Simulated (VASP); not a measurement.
A run of VASP 6.6.1:

Contents of POSCAR:

```
GaN
1.0
    0.0000000000      2.3164048720      2.3164048720
    2.3164048720      0.0000000000      2.3164048720
    2.3164048720      2.3164048720      0.0000000000
Ga N
1 1
Direct
    0.0000000000      0.0000000000      0.0000000000
    0.7500000000      0.7500000000      0.7500000000
```

INCAR.step1

```
PREC = Accurate
ENCUT = 520
ISMEAR = 0
SIGMA = 0.05
LREAL = F
LASPH = T
NELM = 80
NBANDS = 16
GGA = PE
ALGO = Normal
EDIFF = 1E-4
LWAVE = T
LCHARG = F
```

INCAR.step2

```
PREC = Accurate
ENCUT = 520
EDIFF = 1E-6
ISMEAR = 0
SIGMA = 0.05
LREAL = F
LASPH = T
NELM = 80
ALGO = Normal
ISIF = 2
LWAVE = F
LCHARG = F
METAGGA = R2SCAN
LMIXTAU = T
NBANDS = 16
ISTART = 1
```

The input KPOINTS:

```
regular mesh
0
Gamma
  10 10 10
```

Potentials or basis: VASP PAW PBE potentials, release 64 (Ga_d, N).

Launch:

```bash
$ cat potpaw_PBE.64/Ga_d/POTCAR potpaw_PBE.64/N/POTCAR > POTCAR
$ cp INCAR.step1 INCAR
$ mpirun -np 1 vasp_std > vasp.out
$ cp INCAR.step2 INCAR
$ mpirun -np 1 vasp_std > vasp.out
```

Hardware: 1 thread of Intel Xeon 8259CL (shared host).

Problem. How long does it take, and how much memory?

Solution. It took 89 s on 1 thread of Intel Xeon 8259CL, on a shared host, peak memory 0.15 GiB. Counts: k points 47.
